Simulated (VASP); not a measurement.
Set up this calculation in VASP 6.6.1, as the native input.

| Item | Value |
| --- | --- |
| Task | single point |
| Functional | r2SCAN |
| Potentials or basis | VASP PAW PBE potentials, release 64 (Cs_sv, Pb_d, Br) |
| Cutoff | 520 eV |
| k mesh | 4 × 4 × 4 |
| Occupations | gaussian, width 0.02 eV |
| Spin | no spin polarisation |
| Dipole correction | no |
| Further INCAR settings | ALGO = Normal; EDIFF = 1e-06; NBANDS = 30 |

CsPbBr3:

```xyz
5
Lattice="5.9486 0.0000 0.0000 0.0000 5.9486 0.0000 0.0000 0.0000 5.9486" Properties=species:S:1:pos:R:3 pbc="T T T"
Cs    0.0000    0.0000    0.0000
Pb    2.9743    2.9743    2.9743
Br    2.9743    2.9743    0.0000
Br    2.9743    0.0000    2.9743
Br    0.0000    2.9743    2.9743
```

One way to write it, as run:

POSCAR

```
CsPbBr3
1.0
    5.9486308200      0.0000000000      0.0000000000
    0.0000000000      5.9486308200      0.0000000000
    0.0000000000      0.0000000000      5.9486308200
Cs Pb Br
1 1 3
Direct
    0.0000000000      0.0000000000      0.0000000000
    0.5000000000      0.5000000000      0.5000000000
    0.5000000000      0.5000000000      0.0000000000
    0.5000000000      0.0000000000      0.5000000000
    0.0000000000      0.5000000000      0.5000000000
```

INCAR.step1

```
ALGO = Normal
EDIFF = 1E-4
ENCUT = 520
GGA = PE
ISMEAR = 0
LASPH = True
LCHARG = False
LREAL = False
LWAVE = True
NBANDS = 30
NELM = 100
PREC = Accurate
SIGMA = 0.02
```

INCAR.step2

```
ALGO = Normal
EDIFF = 1E-6
ENCUT = 520
ISIF = 2
ISMEAR = 0
ISTART = 1
LASPH = True
LCHARG = False
LMIXTAU = True
LREAL = False
LWAVE = False
METAGGA = R2SCAN
NBANDS = 30
NELM = 100
PREC = Accurate
SIGMA = 0.02
```

KPOINTS

```
k-points
0
Gamma
  4 4 4
```

Potentials or basis: VASP PAW PBE potentials, release 64 (Cs_sv, Pb_d, Br).

Launch:

```bash
$ cat potpaw_PBE.64/Cs_sv/POTCAR potpaw_PBE.64/Pb_d/POTCAR potpaw_PBE.64/Br/POTCAR > POTCAR
$ cp INCAR.step1 INCAR
$ mpirun -np 1 vasp_std > vasp.out
$ cp INCAR.step2 INCAR
$ mpirun -np 1 vasp_std > vasp.out
```

Results of the run:

```
Pressure               : 0.0 GPa
Band gap on the k mesh : 2.07 eV, direct
```

Caveat: the PAW data sets were made with another functional, which shifts forces and pressure a little; spin-orbit coupling is left out, which moves the levels of the heavy elements.

It took 2.3 min on 1 thread of Intel(R) Xeon(R) 6975P-C (Granite Rapids), with other jobs on the host, peak memory 0.39 GiB.
